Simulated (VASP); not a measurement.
Si, 3 atoms in the cell. It takes space group P6/mmm (No. 191, hexagonal). The conventional cell has a = 4.423 Å, b = 4.423 Å, c = 2.620 Å, α = 90.00°, β = 90.00°, γ = 120.00°. Within 3.5 Å of Si (site symmetry 6/mmm) lie 14 Si at 2.62 to 2.87 Å. Si (site symmetry -6m2) has 11 Si at 2.55 to 2.87 Å within 3.4 Å. 

```yaml
Program: VASP 6.6.1
Task: relaxation of cell and atoms
Functional: PBE
Potentials_or_basis: VASP PAW PBE potentials, release 64 (Si)
Cutoff: 600 eV
k_mesh: 12 × 12 × 16
Occupations: gaussian, width 0.1 eV
Spin: no spin polarisation
Dipole_correction: no
Further_INCAR_settings: ALGO = Fast; EDIFF = 1e-07; IBRION = 2; EDIFFG = -0.01; NSW = 80; ISIF = 3
```

Potentials or basis: VASP PAW PBE potentials, release 64 (Si).

Launch:

```sh
$ cat potpaw_PBE.64/Si/POTCAR > POTCAR
$ mpirun -np 1 vasp_std > vasp.out
```

Hardware: 1 thread of AMD EPYC 7R13, with other jobs on the host.

Estimate the wall time of this run.

Wall time 4.8 min on 1 thread of AMD EPYC 7R13 (shared host), peak memory 0.19 GiB. Counts: scf iterations 28, k points 171, ion steps 4.
